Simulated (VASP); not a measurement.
Here is a VASP 6.6.1 calculation.

POSCAR

```
Al2Au
1.0
    0.0000000000      2.9877699580      2.9877699580
    2.9877699580      0.0000000000      2.9877699580
    2.9877699580      2.9877699580      0.0000000000
Au Al
1 2
Direct
    0.0000000000      0.0000000000      0.0000000000
    0.7500000000      0.7500000000      0.7500000000
    0.2500000000      0.2500000000      0.2500000000
```

The input INCAR.step1:

```
PREC = Accurate
ENCUT = 520
ISMEAR = -1
SIGMA = 0.05
LREAL = F
LASPH = T
NELM = 100
NBANDS = 16
GGA = PE
ALGO = Normal
EDIFF = 1E-4
LWAVE = T
LCHARG = F
```

Contents of INCAR.step2:

```
PREC = Accurate
ENCUT = 520
EDIFF = 1E-6
ISMEAR = -1
SIGMA = 0.05
LREAL = F
LASPH = T
NELM = 100
ALGO = Normal
ISIF = 2
LWAVE = F
LCHARG = T
METAGGA = R2SCAN
LMIXTAU = T
LELF = T
LVHAR = T
NBANDS = 16
ISTART = 1
```

Contents of KPOINTS:

```
regular mesh
0
Gamma
  8 8 8
```

Potentials or basis: VASP PAW PBE potentials, release 64 (Au, Al).

Command:

```console
$ cat potpaw_PBE.64/Au/POTCAR potpaw_PBE.64/Al/POTCAR > POTCAR
$ cp INCAR.step1 INCAR
$ mpirun -np 1 vasp_std > vasp.out
$ cp INCAR.step2 INCAR
$ mpirun -np 1 vasp_std > vasp.out
```

(1) Predict the pressure.

## Answers

(1) 1.6 GPa.

Caveat: the PAW data sets were made with another functional, which shifts forces and pressure a little.
